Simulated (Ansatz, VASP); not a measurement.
# Two plane-wave programs on Cd

```
CELL_PARAMETERS angstrom
4.86162 0.00000 0.00000
-2.43081 4.21029 0.00000
0.00000 0.00000 2.91113
ATOMIC_POSITIONS crystal
Cd 0.00000 0.00000 0.00000
Cd 0.33333 0.66667 0.50000
Cd 0.66667 0.33333 0.50000
```

Alike in both runs: task single point; functional PBEsol; k mesh 8 × 8 × 12; occupations fermi-dirac, width 0.1 eV; no spin polarisation.

|  | VASP | Ansatz |
| --- | --- | --- |
| version | VASP 6.6.1 | Ansatz 0.2.0 |
| potentials or method | VASP PAW PBE potentials, release 64 (Cd), cutoff 520 eV | plane waves (420 eV) with PAW, scalar-relativistic |
| valence electrons in the cell | 36 | 60 |

Ansatz gave:

* pressure (GPa): 5.6
* traceless stress, the component that is largest in VASP (GPa): -0.49

**Question.** Which values does VASP return?

**Answer.** Pressure (GPa): 6.1; traceless stress, the component that is largest in VASP (GPa): -0.48.

VASP's potentials were made for PBE, not for PBEsol, and Ansatz warns of the same on its side. VASP's potentials hold 36 valence electrons a cell and Ansatz's 60, so a difference there can come from the potentials and not from the codes.
